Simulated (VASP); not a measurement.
# SiC (P6_3mc) in VASP: a series of runs

SiC is run at these levels: PBE, r2SCAN; tasks: single point.

Program: VASP 6.6.1. These are calculated values, not measurements. Logs are shortened: lines on timing, memory, paths and dates and some standing lists are left out, and cuts for length are marked.

## 1. The cell of the first run

The structure is hexagonal, space group P6_3mc (No. 186). Conventional cell: a = 3.075 Å, b = 3.075 Å, c = 5.048 Å, α = 90.00°, β = 90.00°, γ = 120.00°. Within 2.5 Å of Si (site symmetry 3m) lie 4 C at 1.88 to 1.90 Å. C (site symmetry 3m) has 4 Si at 1.88 to 1.90 Å within 2.5 Å.

## 2. Single point, PBE

Input file INCAR:

```
ALGO = Normal
EDIFF = 1E-6
ENCUT = 520
GGA = PE
ISIF = 2
ISMEAR = 0
LASPH = T
LCHARG = F
LREAL = F
LWAVE = F
NBANDS = 16
NELM = 80
PREC = Accurate
SIGMA = 0.01
```

Input file KPOINTS:

```
k-points
0
Gamma
  6 6 4
```

Input file POSCAR:

```
SiC
1.0
    3.0753562392      0.0000000000      0.0000000000
   -1.5376781196      2.6633366288      0.0000000000
    0.0000000000      0.0000000000      5.0481080910
Si C
2 2
Direct
    0.3333333333      0.6666666667     -0.0004083989
    0.6666666667      0.3333333333      0.4995916011
    0.3333333333      0.6666666667      0.3754083989
    0.6666666667      0.3333333333      0.8754083989
```

Potentials or basis: VASP PAW PBE potentials, release 64 (Si, C).

On the command line:

```bash
$ cat potpaw_PBE.64/Si/POTCAR potpaw_PBE.64/C/POTCAR > POTCAR
$ mpirun -np 1 vasp_std > vasp.out
```

OUTCAR:

```text
EDIFF = 1E-6
   ENCUT = 520
   GGA = PE
   ISIF = 2
   ISMEAR = 0
   LASPH = T
   LREAL = F
   NELM = 80
   PREC = Accurate

 ion  position               nearest neighbor table
   1  0.333  0.667  1.000-   4 1.88   4 1.88   4 1.88   3 1.90   2 3.09   2 3.09   2 3.09   2 3.09
                             2 3.09   2 3.09
   2  0.667  0.333  0.500-   3 1.88   3 1.88   3 1.88   4 1.90   1 3.09   1 3.09   1 3.09   1 3.09
                             1 3.09   1 3.09
   3  0.333  0.667  0.375-   2 1.88   2 1.88   2 1.88   1 1.90
   4  0.667  0.333  0.875-   1 1.88   1 1.88   1 1.88   2 1.90

  LATTYP: Found a hexagonal cell.
 ALAT       =     3.0753562392
 C/A-ratio  =     1.6414710031

  Lattice vectors:

 A1 = (   3.0753562392,   0.0000000000,   0.0000000000)
 A2 = (  -1.5376781196,   2.6633366288,   0.0000000000)
 A3 = (   0.0000000000,   0.0000000000,   5.0481080910)

Analysis of symmetry for initial positions (statically):
=====================================================================
 Subroutine PRICEL returns:
 Original cell was already a primitive cell.

 Routine SETGRP: Setting up the symmetry group for a
 hexagonal supercell.

 Subroutine GETGRP returns: Found 12 space group operations
 (whereof  6 operations were pure point group operations)
 out of a pool of 24 trial point group operations.

The static configuration has the point symmetry C_3v.
 The point group associated with its full space group is C_6v.

Analysis of symmetry for dynamics (positions and initial velocities):
=====================================================================
 Subroutine PRICEL returns:
 Original cell was already a primitive cell.

 Routine SETGRP: Setting up the symmetry group for a
 hexagonal supercell.

 Subroutine GETGRP returns: Found 12 space group operations
 (whereof  6 operations were pure point group operations)
 out of a pool of 24 trial point group operations.

The dynamic configuration has the point symmetry C_3v.
 The point group associated with its full space group is C_6v.

 Subroutine INISYM returns: Found 12 space group operations
 (whereof  6 operations are pure point group operations),
 and found     1 'primitive' translations

----------------------------------------------------------------------------------------

                                     Primitive cell

  volume of cell :      41.3476

  direct lattice vectors                    reciprocal lattice vectors
     3.075356239  0.000000000  0.000000000     0.325165582  0.187734436  0.000000000
    -1.537678120  2.663336629  0.000000000     0.000000000  0.375468872  0.000000000
     0.000000000  0.000000000  5.048108091     0.000000000  0.000000000  0.198094015

  length of vectors
     3.075356239  3.075356239  5.048108091     0.375468872  0.375468872  0.198094015

  position of ions in fractional coordinates (direct lattice)
     0.333333333  0.666666667  0.999591601
     0.666666667  0.333333333  0.499591601
     0.333333333  0.666666667  0.375408399
     0.666666667  0.333333333  0.875408399

  ion indices of the primitive-cell ions
   primitive index   ion index
                 1           1
                 2           2
                 3           3
                 4           4

----------------------------------------------------------------------------------------

 KPOINTS: k-points

Automatic generation of k-mesh.
 Grid dimensions read from file:
 generate k-points for:    6    6    4

 Generating k-lattice:

  Cartesian coordinates                     Fractional coordinates (reciprocal lattice)
     0.054194264  0.031289073  0.000000000     0.166666667  0.000000000  0.000000000
     0.000000000  0.062578145  0.000000000     0.000000000  0.166666667  0.000000000
     0.000000000  0.000000000  0.049523504     0.000000000  0.000000000  0.250000000

  Length of vectors
     0.062578145  0.062578145  0.049523504

  Shift w.r.t. Gamma in fractional coordinates (k-lattice)
     0.000000000  0.000000000  0.000000000

 Subroutine IBZKPT returns following result:
 ===========================================

 Found     21 irreducible k-points:

 Following reciprocal coordinates:
            Coordinates               Weight
  0.000000  0.000000  0.000000      1.000000
  0.166667 -0.000000  0.000000      6.000000
  0.333333  0.000000  0.000000      6.000000
  0.500000  0.000000  0.000000      3.000000
  0.166667  0.166667  0.000000      6.000000
  0.333333  0.166667  0.000000     12.000000
[... 13 lines left out ...]
  0.333333  0.166667  0.500000     12.000000
  0.333333  0.333333  0.500000      2.000000
   k-points           NKPTS =     21   k-points in BZ     NKDIM =     21   number of bands    NBANDS=     16
   number of dos      NEDOS =    301   number of ions     NIONS =      4
   total plane-waves  NPLWV =  23040
   dimension x,y,z NGX =    24 NGY =   24 NGZ =   40
   dimension x,y,z NGXF=    48 NGYF=   48 NGZF=   80
   ions per type =               2   2
   NGX,Y,Z   is equivalent  to a cutoff of  12.97, 12.97, 13.17 a.u.
   NGXF,Y,Z  is equivalent  to a cutoff of  25.95, 25.95, 26.35 a.u.
 SYSTEM =  unknown system
   PREC   = accura    normal or accurate (medium, high low for compatibility)
   ISTART =      0    job   : 0-new  1-cont  2-samecut
   ICHARG =      2    charge: 1-file 2-atom 10-const
   ISPIN  =      1    spin polarized calculation?
   LNONCOLLINEAR =      F non collinear calculations
   LSORBIT =      F    spin-orbit coupling
   LASPH  =      T    aspherical Exc in radial PAW
   ENCUT  =  520.0 eV  38.22 Ry    6.18 a.u.   5.72  5.72  9.39*2*pi/ulx,y,z
   NELM   =     80;   NELMIN=  2; NELMDL= -5     # of ELM steps
   EDIFF  = 0.1E-05   stopping-criterion for ELM
   LREAL  =      F    real-space projection
   EDIFFG = 0.1E-04   stopping-criterion for IOM
   NSW    =      0    number of steps for IOM
   IBRION =     -1    ionic relax: 0-MD 1-quasi-New 2-CG
   NFREE  =      0    steps in history (QN), initial steepest desc. (CG)
   ISIF   =      2    stress and relaxation
   ISYM   =      2    0-nonsym 1-usesym 2-fastsym
   POTIM  = 0.5000    time-step for ionic-motion
   TEBEG  =    0.0;   TEEND  =   0.0 temperature during run
   PSTRESS=    0.0 pullay stress
   NELECT =      16.0000    total number of electrons
   NUPDOWN=      -1.0000    fix difference up-down
   EMIN   =  10.00;   EMAX   =-10.00  energy-range for DOS
   EFERMI =   0.00;   METHOD = LEGACY
   ISMEAR =     0;   SIGMA  =   0.01  broadening in eV -4-tet -1-fermi 0-gaus
   EFERMI_NEDOS =   21; number of points for ismear=-14 and -15
   IALGO  =     38    algorithm
   IMIX   =      4    mixing-type and parameters
     AMIX     =   0.40;   BMIX     =  1.00
     AMIX_MAG =   1.60;   BMIX_MAG =  1.00
  volume/ion in A,a.u.               =      10.34        69.76
  Fermi-wavevector in a.u.,A,eV,Ry     =   1.192975  2.254396 19.363676  1.423190
  Thomas-Fermi vector in A             =   2.329001
   LORBIT       =      0    0 simple, 1 ext, 2 COOP (PROOUT), +10 PAW based schemes
   GGA     = PE    functional components
   LHFCALC =     F    Hartree Fock is set to
   AEXX    =    0.0000 exact exchange contribution
   IVDW    =     0    specifies the selected vdW correction
   LEPSILON=     F    determine dielectric tensor
   LRPA    =     F    only Hartree local field effects (RPA)
 non-spin polarized calculation
 Gauss-broadening in eV      SIGMA  =   0.01
  energy-cutoff  :      520.00
  volume of cell :       41.35
 maximum number of plane-waves:      1124
 NGX is ok and might be reduce to    24
   NGX = 11   NGY = 11   NGZ = 19

 number of electron      16.0000000 magnetization

 Free energy of the ion-electron system (eV)
  ---------------------------------------------------
  ext. energy  EPLUGINS =         0.00000000
  ---------------------------------------------------
  free energy    TOTEN  =       -30.09265139 eV

  energy without entropy =      -30.09265139  energy(sigma->0) =      -30.09265139

 E-fermi :   8.3784     XC(G=0): -11.3510

 val. band max:        8.2683004534   @ k =   0.0000   0.0000   0.0000
 cond. band min:      10.5387417390   @ k =   0.3333   0.3333   0.0000
 fundamental gap:      2.2704412855
 Fermi energy:         8.3783804552

 k-point     1 :       0.0000    0.0000    0.0000
  band No.  band energies     occupation
      1      -7.3062      2.00000
      2      -3.7390      2.00000
      3      -0.4344      2.00000
      4       6.9517      2.00000
      5       6.9517      2.00000
      6       8.1554      2.00000
[... 8 lines left out ...]
     15      17.2242      0.00000
     16      19.6077      0.00000

 k-point     2 :       0.1667   -0.0000    0.0000
  band No.  band energies     occupation
      1      -6.8270      2.00000
      2      -3.3361      2.00000
      3       0.0012      2.00000
      4       4.7783      2.00000
      5       6.2633      2.00000
      6       6.6914      2.00000
[... 8 lines left out ...]
     15      17.8287      0.00000
     16      18.1810      0.00000

 k-point     3 :       0.3333    0.0000    0.0000
  band No.  band energies     occupation
      1      -5.4571      2.00000
      2      -2.3794      2.00000
      3       0.8263      2.00000
      4       2.0474      2.00000
      5       3.8971      2.00000
      6       5.3171      2.00000
[... 8 lines left out ...]
     15      19.1903      0.00000
     16      20.3302      0.00000

 k-point     4 :       0.5000    0.0000    0.0000
  band No.  band energies     occupation
      1      -3.9819      2.00000
      2      -2.5176      2.00000
      3       0.4996      2.00000
      4       1.9746      2.00000
      5       2.8348      2.00000
      6       4.9469      2.00000
[... 8 lines left out ...]
     15      18.5942      0.00000
     16      20.7848      0.00000
[... 267 lines left out ...]
 k-point    19 :       0.1667    0.1667    0.5000
  band No.  band energies     occupation
      1      -4.7557      2.00000
      2      -4.7557      2.00000
      3       2.9027      2.00000
      4       2.9027      2.00000
      5       5.2552      2.00000
      6       5.2552      2.00000
[... 8 lines left out ...]
     15      18.5394      0.00000
     16      18.5394      0.00000

 k-point    20 :       0.3333    0.1667    0.5000
  band No.  band energies     occupation
      1      -3.2793      2.00000
      2      -3.2793      2.00000
      3       0.7708      2.00000
      4       0.7708      2.00000
      5       4.1699      2.00000
      6       4.1699      2.00000
[... 8 lines left out ...]
     15      19.9739      0.00000
     16      19.9739      0.00000

 k-point    21 :       0.3333    0.3333    0.5000
  band No.  band energies     occupation
      1      -2.5103      2.00000
      2      -2.5103      2.00000
      3       0.5176      2.00000
      4       0.5176      2.00000
      5       2.6265      2.00000
      6       2.6265      2.00000
[... 8 lines left out ...]
     15      19.9184      0.00000
     16      19.9184      0.00000

------------------------ aborting loop because EDIFF is reached ----------------------------------------

  FORCE on cell =-STRESS in cart. coord.  units (eV):
  Direction    XX          YY          ZZ          XY          YZ          ZX
  --------------------------------------------------------------------------------------
  -------------------------------------------------------------------------------------
  Total        0.9211291      0.9211291      0.8340878      0.0000000      0.0000000      0.0000000
  in kB       35.6928264     35.6928264     32.3200659      0.0000000      0.0000000      0.0000000
  external PRESSURE =      34.5685729 kB  Pullay stress =       0.0000000 kB

 VOLUME and BASIS-vectors are now :
 -----------------------------------------------------------------------------
  energy-cutoff  :      520.00
  volume of cell :       41.35
      direct lattice vectors                 reciprocal lattice vectors
     3.075356239  0.000000000  0.000000000     0.325165582  0.187734436  0.000000000
    -1.537678120  2.663336629  0.000000000     0.000000000  0.375468872  0.000000000
     0.000000000  0.000000000  5.048108091     0.000000000  0.000000000  0.198094015

 POSITION                                       TOTAL-FORCE (eV/Angst)
 -----------------------------------------------------------------------------------
     -0.00000      1.77556      5.04605        -0.000000      0.000000     -0.004164
      1.53768      0.88778      2.52199         0.000000      0.000000     -0.004164
     -0.00000      1.77556      1.89510         0.000000      0.000000      0.004164
      1.53768      0.88778      4.41916         0.000000     -0.000000      0.004164
 -----------------------------------------------------------------------------------
    total drift:                               -0.000000      0.000000     -0.000184

  FREE ENERGIE OF THE ION-ELECTRON SYSTEM (eV)
  ---------------------------------------------------
  free  energy   TOTEN  =       -30.0926513855 eV

  energy  without entropy=      -30.0926513855  energy(sigma->0) =      -30.09265139
```

Run time: 19 s. Hardware: 1 thread of Intel Xeon 8259CL, shared host; peak memory 0.15 GiB.

Results:

- Free energy: -30.0927 eV
- Pressure: 3.5 GPa
- Largest force: 0.004 eV/Å
- Band gap on the k mesh: 2.27 eV, indirect (least direct gap 3.97 eV)

Forces in eV/Å, atoms in the order of the input:
```
Si   0.000  0.000 -0.004
Si   0.000  0.000 -0.004
C    0.000  0.000  0.004
C    0.000  0.000  0.004
```

Levels at points of the mesh, in eV from the valence-band top:
```csv
k point,band 5,band 6,band 7,band 8,band 9,band 10,band 11,band 12
"(0.00, 0.00, 0.00)",-1.32,-0.11,0.00,0.00,4.81,6.21,6.67,6.67
"(0.50, 0.00, 0.00)",-5.43,-3.32,-3.29,-1.20,2.78,4.22,6.88,7.13
"(0.00, 0.00, 0.50)",-0.71,-0.71,-0.71,-0.71,5.90,5.90,7.35,7.35
"(0.50, 0.00, 0.50)",-2.45,-2.45,-2.33,-2.33,3.28,3.28,5.25,5.25
```

## 3. Single point, r2SCAN

POSCAR is that of step 2.

Input file INCAR.step1:

```
SYSTEM = SiC
  PREC = Accurate
  ENCUT = 520
  ISMEAR = 0
  SIGMA = 0.01
  LREAL = .FALSE.
  LASPH = .TRUE.
  NELM = 100
  NBANDS = 16
  GGA = PE
  ALGO = Normal
  EDIFF = 1E-4
  LWAVE = .TRUE.
  LCHARG = .FALSE.
```

Input file INCAR.step2:

```
SYSTEM = SiC
  PREC = Accurate
  ENCUT = 520
  EDIFF = 1E-6
  ISMEAR = 0
  SIGMA = 0.01
  LREAL = .FALSE.
  LASPH = .TRUE.
  NELM = 100
  ALGO = Normal
  ISIF = 2
  LWAVE = .FALSE.
  LCHARG = .FALSE.
  METAGGA = R2SCAN
  LMIXTAU = .TRUE.
  NBANDS = 16
  ISTART = 1
```

Input file KPOINTS:

```
regular mesh
0
G
  6 6 4
  0 0 0
```

Potentials or basis: VASP PAW PBE potentials, release 64 (Si, C).

On the command line:

```bash
$ cat potpaw_PBE.64/Si/POTCAR potpaw_PBE.64/C/POTCAR > POTCAR
$ cp INCAR.step1 INCAR
$ mpirun -np 1 vasp_std > vasp.out
$ cp INCAR.step2 INCAR
$ mpirun -np 1 vasp_std > vasp.out
```

Run time: 80 s. Hardware: 1 thread of Intel Xeon 8259CL, shared host; peak memory 0.16 GiB.

The run converged. Its results:

```
Free energy            : -38.6285 eV
Pressure               : -0.2 GPa
Largest force          : 0.006 eV/Å
Band gap on the k mesh : 2.66 eV, indirect (least direct gap 4.48 eV)
```

Forces in eV/Å, atoms in the order of the input:
```
Si   0.000  0.000 -0.006
Si   0.000  0.000 -0.006
C    0.000  0.000  0.006
C    0.000  0.000  0.006
```

Stress tensor (GPa, compression positive):
```
-0.15  0.00  0.00
 0.00 -0.15  0.00
 0.00  0.00 -0.26
```

Levels at points of the mesh, in eV from the valence-band top:
```csv
k point,band 5,band 6,band 7,band 8,band 9,band 10,band 11,band 12
"(0.00, 0.00, 0.00)",-1.39,-0.11,0.00,0.00,5.38,6.78,7.19,7.19
"(0.50, 0.00, 0.00)",-5.62,-3.48,-3.36,-1.26,3.23,4.66,7.47,7.64
"(0.00, 0.00, 0.50)",-0.75,-0.75,-0.75,-0.75,6.50,6.50,7.89,7.89
"(0.50, 0.00, 0.50)",-2.56,-2.56,-2.44,-2.44,3.72,3.72,5.79,5.79
```

Caveat: the PAW data sets were made with another functional, which shifts forces and pressure a little. A k mesh can miss the band edges.

(Part 1 of 2 ends here.)
